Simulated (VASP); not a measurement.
# Cs (P6_3/mmc) in VASP: notebook

Cs is run at these levels: LDA; tasks: relaxation of shape and atoms at fixed volume.

Everything below comes from runs of VASP 6.6.1. Logs are shortened: lines on timing, memory, paths and dates and some standing lists are left out, and cuts for length are marked.

### 1 The cell of the first run

The structure is hexagonal, space group P6_3/mmc (No. 194). Conventional cell: a = 4.575 Å, b = 4.575 Å, c = 7.411 Å, α = 90.00°, β = 90.00°, γ = 120.00°.

### 2 Relaxation of shape and atoms at fixed volume, LDA

Contents of INCAR:

```
SYSTEM = Cs
PREC     = Accurate       ! precision mode
ENCUT    = 600            ! plane-wave cutoff, eV
EDIFF    = 1E-6           ! SCF threshold, eV
ISMEAR   = -1             ! smearing method
SIGMA    = 0.1            ! smearing width, eV
LREAL    = .FALSE.        ! projectors in reciprocal space
LASPH    = .TRUE.         ! aspherical terms in the spheres
NELM     = 60             ! most SCF steps
ALGO     = Normal         ! electronic algorithm
ISIF     = 4              ! what is computed and relaxed
LWAVE    = .FALSE.        ! write WAVECAR
LCHARG   = .FALSE.        ! write CHGCAR
GGA      = CA             ! functional
IBRION   = 2              ! ionic algorithm
NSW      = 50             ! ionic steps
EDIFFG   = -0.005         ! ionic threshold
```

Contents of KPOINTS:

```
Automatic mesh
0
G
  9 9 5
  0 0 0
```

Contents of POSCAR:

```
Cs
1.0
    4.5749658755      0.0000000000      0.0000000000
   -2.2874829378      3.9620366696      0.0000000000
    0.0000000000      0.0000000000      7.4114447182
Cs
2
Direct
    0.3333333333      0.6666666667      0.2500000000
    0.6666666667      0.3333333333      0.7500000000
```

Potentials or basis: VASP PAW LDA potentials, release 64 (Cs_sv).

Run with:

```console
$ cat potpaw_LDA.64/Cs_sv/POTCAR > POTCAR
$ mpirun -np 1 vasp_std > vasp.out
```

OUTCAR:

```text
SYSTEM = Cs
   PREC = Accurate
   ENCUT = 600
   EDIFF = 1E-6
   ISMEAR = -1
   LREAL = .FALSE.
   LASPH = .TRUE.
   NELM = 60
   ISIF = 4
   GGA = CA
   IBRION = 2
   NSW = 50
   EDIFFG = -0.005

 ion  position               nearest neighbor table
   1  0.333  0.667  0.250-
   2  0.667  0.333  0.750-

  LATTYP: Found a hexagonal cell.
 ALAT       =     4.5749658755
 C/A-ratio  =     1.6200000000

  Lattice vectors:

 A1 = (   4.5749658755,   0.0000000000,   0.0000000000)
 A2 = (  -2.2874829378,   3.9620366696,   0.0000000000)
 A3 = (   0.0000000000,   0.0000000000,   7.4114447182)

Analysis of symmetry for initial positions (statically):
=====================================================================
 Subroutine PRICEL returns:
 Original cell was already a primitive cell.

 Routine SETGRP: Setting up the symmetry group for a
 hexagonal supercell.

 Subroutine GETGRP returns: Found 24 space group operations
 (whereof 12 operations were pure point group operations)
 out of a pool of 24 trial point group operations.

The static configuration has the point symmetry D_3d.
 The point group associated with its full space group is D_6h.

Analysis of symmetry for dynamics (positions and initial velocities):
=====================================================================
 Subroutine PRICEL returns:
 Original cell was already a primitive cell.

 Routine SETGRP: Setting up the symmetry group for a
 hexagonal supercell.

 Subroutine GETGRP returns: Found 24 space group operations
 (whereof 12 operations were pure point group operations)
 out of a pool of 24 trial point group operations.

The dynamic configuration has the point symmetry D_3d.
 The point group associated with its full space group is D_6h.

 Subroutine INISYM returns: Found 24 space group operations
 (whereof 12 operations are pure point group operations),
 and found     1 'primitive' translations

----------------------------------------------------------------------------------------

                                     Primitive cell

  volume of cell :     134.3412

  direct lattice vectors                    reciprocal lattice vectors
     4.574965876  0.000000000  0.000000000     0.218580865  0.126197721  0.000000000
    -2.287482938  3.962036670  0.000000000     0.000000000  0.252395443  0.000000000
     0.000000000  0.000000000  7.411444718     0.000000000  0.000000000  0.134926460

  length of vectors
     4.574965876  4.574965875  7.411444718     0.252395443  0.252395443  0.134926460

  position of ions in fractional coordinates (direct lattice)
     0.333333333  0.666666667  0.250000000
     0.666666667  0.333333333  0.750000000

  ion indices of the primitive-cell ions
   primitive index   ion index
                 1           1
                 2           2

----------------------------------------------------------------------------------------

 KPOINTS: Automatic mesh

Automatic generation of k-mesh.
 Grid dimensions read from file:
 generate k-points for:    9    9    5

 Generating k-lattice:

  Cartesian coordinates                     Fractional coordinates (reciprocal lattice)
     0.024286763  0.014021969  0.000000000     0.111111111 -0.000000000  0.000000000
     0.000000000  0.028043938  0.000000000     0.000000000  0.111111111  0.000000000
     0.000000000  0.000000000  0.026985292     0.000000000  0.000000000  0.200000000

  Length of vectors
     0.028043938  0.028043938  0.026985292

  Shift w.r.t. Gamma in fractional coordinates (k-lattice)
     0.000000000  0.000000000  0.000000000

 Subroutine IBZKPT returns following result:
 ===========================================

 Found     36 irreducible k-points:

 Following reciprocal coordinates:
            Coordinates               Weight
  0.000000  0.000000  0.000000      1.000000
  0.111111 -0.000000  0.000000      6.000000
  0.222222 -0.000000  0.000000      6.000000
  0.333333  0.000000  0.000000      6.000000
  0.444444 -0.000000  0.000000      6.000000
  0.111111  0.111111  0.000000      6.000000
[... 16 lines left out ...]
  0.333333  0.222222  0.200000     24.000000
  0.333333  0.333333  0.200000      4.000000
 [... further k-points ...]
   k-points           NKPTS =     36   k-points in BZ     NKDIM =     36   number of bands    NBANDS=     13
   number of dos      NEDOS =    301   number of ions     NIONS =      2
   total plane-waves  NPLWV =  96000
   dimension x,y,z NGX =    40 NGY =   40 NGZ =   60
   dimension x,y,z NGXF=    80 NGYF=   80 NGZF=  120
   ions per type =               2
   NGX,Y,Z   is equivalent  to a cutoff of  14.54, 14.54, 13.46 a.u.
   NGXF,Y,Z  is equivalent  to a cutoff of  29.07, 29.07, 26.92 a.u.
 SYSTEM =  Cs
   PREC   = accura    normal or accurate (medium, high low for compatibility)
   ISTART =      0    job   : 0-new  1-cont  2-samecut
   ICHARG =      2    charge: 1-file 2-atom 10-const
   ISPIN  =      1    spin polarized calculation?
   LNONCOLLINEAR =      F non collinear calculations
   LSORBIT =      F    spin-orbit coupling
   LASPH  =      T    aspherical Exc in radial PAW
   ENCUT  =  600.0 eV  44.10 Ry    6.64 a.u.   9.14  9.14 14.80*2*pi/ulx,y,z
   NELM   =     60;   NELMIN=  2; NELMDL= -5     # of ELM steps
   EDIFF  = 0.1E-05   stopping-criterion for ELM
   LREAL  =      F    real-space projection
   EDIFFG = -.5E-02   stopping-criterion for IOM
   NSW    =     50    number of steps for IOM
   IBRION =      2    ionic relax: 0-MD 1-quasi-New 2-CG
   NFREE  =      1    steps in history (QN), initial steepest desc. (CG)
   ISIF   =      4    stress and relaxation
   ISYM   =      2    0-nonsym 1-usesym 2-fastsym
   POTIM  = 0.5000    time-step for ionic-motion
   TEBEG  =    0.0;   TEEND  =   0.0 temperature during run
   PSTRESS=    0.0 pullay stress
   NELECT =      18.0000    total number of electrons
   NUPDOWN=      -1.0000    fix difference up-down
   EMIN   =  10.00;   EMAX   =-10.00  energy-range for DOS
   EFERMI =   0.00;   METHOD = LEGACY
   ISMEAR =    -1;   SIGMA  =   0.10  broadening in eV -4-tet -1-fermi 0-gaus
   EFERMI_NEDOS =   21; number of points for ismear=-14 and -15
   IALGO  =     38    algorithm
   IMIX   =      4    mixing-type and parameters
     AMIX     =   0.40;   BMIX     =  1.00
     AMIX_MAG =   1.60;   BMIX_MAG =  1.00
  volume/ion in A,a.u.               =      67.17       453.29
  Fermi-wavevector in a.u.,A,eV,Ry     =   0.837714  1.583050  9.548096  0.701765
  Thomas-Fermi vector in A             =   1.951650
   LORBIT       =      0    0 simple, 1 ext, 2 COOP (PROOUT), +10 PAW based schemes
   GGA     = CA    functional components
   LHFCALC =     F    Hartree Fock is set to
   AEXX    =    0.0000 exact exchange contribution
   IVDW    =     0    specifies the selected vdW correction
   LEPSILON=     F    determine dielectric tensor
   LRPA    =     F    only Hartree local field effects (RPA)
 conjugate gradient relaxation of ions
 non-spin polarized calculation
  energy-cutoff  :      600.00
  volume of cell :      134.34
 maximum number of plane-waves:      4506
 NGX is ok and might be reduce to    40
   NGX = 19   NGY = 19   NGZ = 29

--------------------------------------- Ionic step        1  -------------------------------------------

 number of electron      17.9999998 magnetization

 Free energy of the ion-electron system (eV)
  ---------------------------------------------------
  ext. energy  EPLUGINS =         0.00000000
  ---------------------------------------------------
  free energy    TOTEN  =        -1.82540244 eV

  energy without entropy =       -1.73627504  energy(sigma->0) =       -1.78083874

------------------------ aborting loop because EDIFF is reached ----------------------------------------

  FORCE on cell =-STRESS in cart. coord.  units (eV):
  Direction    XX          YY          ZZ          XY          YZ          ZX
  --------------------------------------------------------------------------------------
  -------------------------------------------------------------------------------------
  Total        1.1668473      1.1668473      1.2200434     -0.0000000      0.0000000      0.0000000
  in kB       13.9160306     13.9160306     14.5504573     -0.0000000      0.0000000      0.0000000
  external PRESSURE =      14.1275062 kB  Pullay stress =       0.0000000 kB
[... 57 lines left out ...]
  energy  without entropy=       -1.7362935319  energy(sigma->0) =       -1.78086901

--------------------------------------- Ionic step        3  -------------------------------------------

 number of electron      17.9999998 magnetization

 Free energy of the ion-electron system (eV)
  ---------------------------------------------------
  ext. energy  EPLUGINS =         0.00000000
  ---------------------------------------------------
  free energy    TOTEN  =        -1.82552326 eV

  energy without entropy =       -1.73630296  energy(sigma->0) =       -1.78091311

 E-fermi :   2.0070     XC(G=0):  -7.1177

 val. band max:        1.9959858836   @ k =   0.2222   0.2222   0.4000
 cond. band min:       2.0280904709   @ k =   0.2222   0.1111   0.4000
 fundamental gap:      0.0321045873
 Fermi energy:         2.0070213258

 k-point     1 :       0.0000    0.0000    0.0000
  band No.  band energies     occupation
      1     -21.6399      2.00000
      2     -21.5704      2.00000
      3      -8.8741      2.00000
      4      -8.2248      2.00000
      5      -8.2248      2.00000
      6      -8.1308      2.00000
      7      -8.1308      2.00000
      8      -8.1260      2.00000
      9      -0.1341      2.00000
     10       1.6945      1.91586
     11       3.8547      0.00000
     12       4.5951      0.00000
     13       4.5951      0.00000
[... 353 lines left out ...]
 k-point    24 :       0.3333    0.3333    0.2000
  band No.  band energies     occupation
      1     -21.5545      2.00000
      2     -21.5545      2.00000
      3      -8.6659      2.00000
      4      -8.6453      2.00000
      5      -8.6453      2.00000
      6      -8.4775      2.00000
      7      -8.3393      2.00000
      8      -8.3393      2.00000
      9       2.5479      0.00891
     10       2.8862      0.00030
     11       2.8862      0.00030
     12       2.9625      0.00014
     13       3.8693      0.00000

 [... further k-points ...]
[... 5 lines left out ...]
  --------------------------------------------------------------------------------------
  -------------------------------------------------------------------------------------
  Total        1.1803238      1.1803238      1.1883142     -0.0000000      0.0000000     -0.0000000
  in kB       14.0767542     14.0767542     14.1720489     -0.0000000      0.0000000     -0.0000000
  external PRESSURE =      14.1085191 kB  Pullay stress =       0.0000000 kB
[... 17 lines left out ...]
  FREE ENERGIE OF THE ION-ELECTRON SYSTEM (eV)
  ---------------------------------------------------
  free  energy   TOTEN  =        -1.8255232615 eV

  energy  without entropy=       -1.7363029589  energy(sigma->0) =       -1.78091311

 reached required accuracy - stopping structural energy minimisation
```

Run time: 2.6 min. Hardware: 1 thread of Oxide Virtual Turin-like, shared host; peak memory 0.23 GiB.

What came out:

```yaml
Free_energy: -1.8255 eV
Energy_gained_by_relaxing: 0.1 meV/atom
Ionic_steps: 3
Pressure_after_relaxing: 1.4 GPa
Band_gap_on_the_k_mesh: zero (band 9 reaches 2.77 eV, above the bottom of band 10 at 1.19 eV)
```

The path:
| step | energy change (eV) | largest force (eV/Å) | pressure (GPa) | volume (Å³) |
| --- | --- | --- | --- | --- |
| 1 | 0.0000 | 0.0000 | 1.41 | 134.34 |
| 2 | 0.0000 | 0.0000 | 1.41 | 134.34 |
| 3 | -0.0001 | 0.0000 | 1.41 | 134.34 |

Final structure:
```
Cs
1.0
     4.56761    0.00000    0.00000
    -2.28380    3.95567    0.00000
     0.00000    0.00000    7.43534
Cs
2
Direct
  0.33333 0.66667 0.25000
  0.66667 0.33333 0.75000
```

Caveat: spin-orbit coupling is left out, which moves the levels of the heavy elements.

### 3 Relaxation of shape and atoms at fixed volume, LDA

This run uses another cell than the first one, of 76.77 Å³/atom, 1.143 times its volume.

Contents of INCAR:

```
PREC = Accurate
ENCUT = 600
EDIFF = 1E-7
ISMEAR = -1
SIGMA = 0.1
LREAL = False
LASPH = True
NELM = 60
ALGO = Normal
ISIF = 4
LWAVE = False
LCHARG = False
GGA = CA
IBRION = 2
NSW = 50
EDIFFG = -0.005
```

Contents of KPOINTS:

```
Automatic mesh
0
Gamma
  9 9 5
```

Contents of POSCAR:

```
Cs
1.0
    4.7831996432      0.0000000000      0.0000000000
   -2.3915998216      4.1423724024      0.0000000000
    0.0000000000      0.0000000000      7.7487834220
Cs
2
Direct
    0.3333333333      0.6666666667      0.2500000000
    0.6666666667      0.3333333333      0.7500000000
```

Potentials or basis: VASP PAW LDA potentials, release 64 (Cs_sv).

Run with:

```console
$ cat potpaw_LDA.64/Cs_sv/POTCAR > POTCAR
$ mpirun -np 1 vasp_std > vasp.out
```

OUTCAR:

```text
PREC = Accurate
   ENCUT = 600
   EDIFF = 1E-7
   ISMEAR = -1
   LREAL = False
   LASPH = True
   NELM = 60
   ISIF = 4
   GGA = CA
   IBRION = 2
   NSW = 50
   EDIFFG = -0.005

 ion  position               nearest neighbor table
   1  0.333  0.667  0.250-
   2  0.667  0.333  0.750-

  LATTYP: Found a hexagonal cell.
 ALAT       =     4.7831996432
 C/A-ratio  =     1.6200000000

  Lattice vectors:

 A1 = (   4.7831996432,   0.0000000000,   0.0000000000)
 A2 = (  -2.3915998216,   4.1423724024,   0.0000000000)
 A3 = (   0.0000000000,   0.0000000000,   7.7487834220)

Analysis of symmetry for initial positions (statically):
=====================================================================
 Subroutine PRICEL returns:
 Original cell was already a primitive cell.

 Routine SETGRP: Setting up the symmetry group for a
 hexagonal supercell.

 Subroutine GETGRP returns: Found 24 space group operations
 (whereof 12 operations were pure point group operations)
 out of a pool of 24 trial point group operations.

The static configuration has the point symmetry D_3d.
 The point group associated with its full space group is D_6h.

Analysis of symmetry for dynamics (positions and initial velocities):
=====================================================================
 Subroutine PRICEL returns:
 Original cell was already a primitive cell.
[... 168 lines left out ...]
  external PRESSURE =       7.4918049 kB  Pullay stress =       0.0000000 kB
[... 131 lines left out ...]
--------------------------------------- Ionic step        5  -------------------------------------------

 number of electron      17.9999999 magnetization

 Free energy of the ion-electron system (eV)
  ---------------------------------------------------
  ext. energy  EPLUGINS =         0.00000000
  ---------------------------------------------------
  free energy    TOTEN  =        -1.95253768 eV

  energy without entropy =       -1.86893915  energy(sigma->0) =       -1.91073842

 E-fermi :   1.4937     XC(G=0):  -6.6877

 val. band max:        1.4852862974   @ k =   0.4444   0.1111   0.2000
 cond. band min:       1.5326730469   @ k =   0.4444   0.0000   0.4000
 fundamental gap:      0.0473867495
 Fermi energy:         1.4936878165

 k-point     1 :       0.0000    0.0000    0.0000
  band No.  band energies     occupation
      1     -22.1535      2.00000
      2     -22.1138      2.00000
      3      -9.2578      2.00000
      4      -8.8153      2.00000
      5      -8.8153      2.00000
      6      -8.7503      2.00000
      7      -8.7503      2.00000
      8      -8.7474      2.00000
      9      -0.5668      2.00000
     10       1.2574      1.82783
     11       2.9695      0.00000
     12       4.0293      0.00000
     13       4.0293      0.00000
[... 354 lines left out ...]
  band No.  band energies     occupation
      1     -22.1043      2.00000
      2     -22.1043      2.00000
      3      -9.1155      2.00000
      4      -9.1016      2.00000
      5      -9.1016      2.00000
      6      -8.9888      2.00000
      7      -8.8931      2.00000
      8      -8.8931      2.00000
      9       2.1705      0.00230
     10       2.3057      0.00059
     11       2.3057      0.00059
     12       2.3555      0.00036
     13       3.2271      0.00000

 [... further k-points ...]
[... 5 lines left out ...]
  --------------------------------------------------------------------------------------
  -------------------------------------------------------------------------------------
  Total        0.7178906      0.7178906      0.7169916      0.0000000     -0.0000000     -0.0000000
  in kB        7.4914806      7.4914806      7.4820999      0.0000000     -0.0000000     -0.0000000
  external PRESSURE =       7.4883537 kB  Pullay stress =       0.0000000 kB
[... 17 lines left out ...]
  FREE ENERGIE OF THE ION-ELECTRON SYSTEM (eV)
  ---------------------------------------------------
  free  energy   TOTEN  =        -1.9525376815 eV

  energy  without entropy=       -1.8689391512  energy(sigma->0) =       -1.91073842

 reached required accuracy - stopping structural energy minimisation
```

Run time: 5.4 min. Hardware: 1 thread of Oxide Virtual Turin-like, shared host; peak memory 0.24 GiB.

Results:

- Free energy: -1.9525 eV
- Energy gained by relaxing: 0.0 meV/atom
- Ionic steps: 5
- Pressure after relaxing: 0.7 GPa
- Band gap on the k mesh: zero (band 9 reaches 2.29 eV, above the bottom of band 10 at 0.63 eV)

Final structure:
```cif
data_structure
_symmetry_space_group_name_H-M 'P 1'
_symmetry_Int_Tables_number 1
_cell_length_a 4.7726
_cell_length_b 4.7726
_cell_length_c 7.7833
_cell_angle_alpha 90.000
_cell_angle_beta 90.000
_cell_angle_gamma 120.000
_cell_volume 153.53
loop_
_atom_site_label
_atom_site_type_symbol
_atom_site_fract_x
_atom_site_fract_y
_atom_site_fract_z
_atom_site_occupancy
Cs1 Cs 0.33333 0.66667 0.25000 1
Cs2 Cs 0.66667 0.33333 0.75000 1
```

Caveat: spin-orbit coupling is left out, which moves the levels of the heavy elements.
